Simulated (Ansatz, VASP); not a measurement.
**Ti2C5: VASP beside Ansatz**

```
Ti C
1.0
     2.04397    1.18009    4.49935
    -2.04397    1.18009    4.49935
     0.00000   -2.36017    4.49935
Ti C
2 5
Direct
  0.89291 0.89291 0.89291
  0.10709 0.10709 0.10709
  0.74913 0.74913 0.74913
  0.25087 0.25087 0.25087
  0.34787 0.34787 0.34787
  0.65213 0.65213 0.65213
  0.50000 0.50000 0.50000
```

Alike in both runs: functional PBE; k mesh 4 × 4 × 4; occupations gaussian, width 0.2 eV; no spin polarisation.

Ansatz relaxed the structure, and its values are those at the end. VASP's run is a single point on that final structure, the one shown.

```csv
,VASP,Ansatz
version,VASP 6.6.1,Ansatz 0.2.0
potentials or method,"VASP PAW PBE potentials, release 64 (Ti_sv, C), cutoff 600 eV","scalar-relativistic, plane waves, PAW"
valence electrons in the cell,44,44
```

```tsv
	VASP	Ansatz	Ansatz less VASP
gap on the k mesh at the Fermi level (eV)	none	none	-
pressure (GPa)	-0.4	-0.5	-0.09
rms of the force components (eV/Å)	0.036	0.008	-0.0280
```

A gap of «none» marks a metal or a gap that the smearing closes. The functional is the same, so the differences come from potentials, cutoffs and numerics.

The k mesh is coarse, so the values compare programs but aren't converged.
